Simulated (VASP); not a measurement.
Sn: single point with r2SCAN

Sn:

```xyz
2
Lattice="0.0000 3.2131 3.2456 3.2781 0.0000 3.2456 3.2781 3.2131 0.0000" Properties=species:S:1:pos:R:3 pbc="T T T"
Sn    3.2781    3.2131    3.2456
Sn    4.9171    4.8197    4.8684
```

This cell differs from its parent crystal: strain +0.0100 x Voigt [1, -1, 0, 0, 0, 0].

| Property | Result |
| --- | --- |
| Program | VASP 6.6.1 |
| Task | single point |
| Functional | r2SCAN |
| Potentials or basis | VASP PAW PBE potentials, release 64 (Sn_d) |
| Cutoff | 520 eV |
| k mesh | 12 × 12 × 12 |
| Occupations | gaussian, width 0.1 eV |
| Spin | no spin polarisation |
| Dipole correction | no |
| Further INCAR settings | ALGO = Normal; EDIFF = 1e-06; NBANDS = 21 |

```yaml
Pressure: 1.6 GPa
```

Stress tensor (GPa, compression positive):
```
1.20 0.00 0.00
0.00 1.93 0.00
0.00 0.00 1.58
```

Levels at points of the mesh, in eV from the Fermi level:
```tsv
k point	band 11	band 12	band 13	band 14	band 15	band 16	band 17	band 18
(0.00, 0.00, 0.00)	-11.16	-0.40	-0.10	-0.03	0.04	2.14	2.19	2.23
(0.50, 0.00, 0.00)	-9.44	-6.63	-1.37	-1.24	0.10	3.30	3.37	5.92
(0.50, 0.50, 0.00)	-7.89	-7.89	-2.71	-2.71	0.89	0.89	8.10	8.10
(0.50, 0.00, 0.50)	-7.85	-7.85	-2.77	-2.77	0.82	0.82	8.13	8.13
(0.00, 0.50, 0.50)	-7.93	-7.93	-2.65	-2.65	0.95	0.95	8.11	8.11
```

It took 8.8 min on 1 thread of Intel(R) Xeon(R) 6975P-C (Granite Rapids) (shared host), peak memory 0.44 GiB.

Caveat: the cell differs from its parent crystal (strain +0.0100 x Voigt [1, -1, 0, 0, 0, 0]); the PAW data sets were made with another functional, which shifts forces and pressure a little; spin-orbit coupling is left out, which moves the levels of the heavy elements.
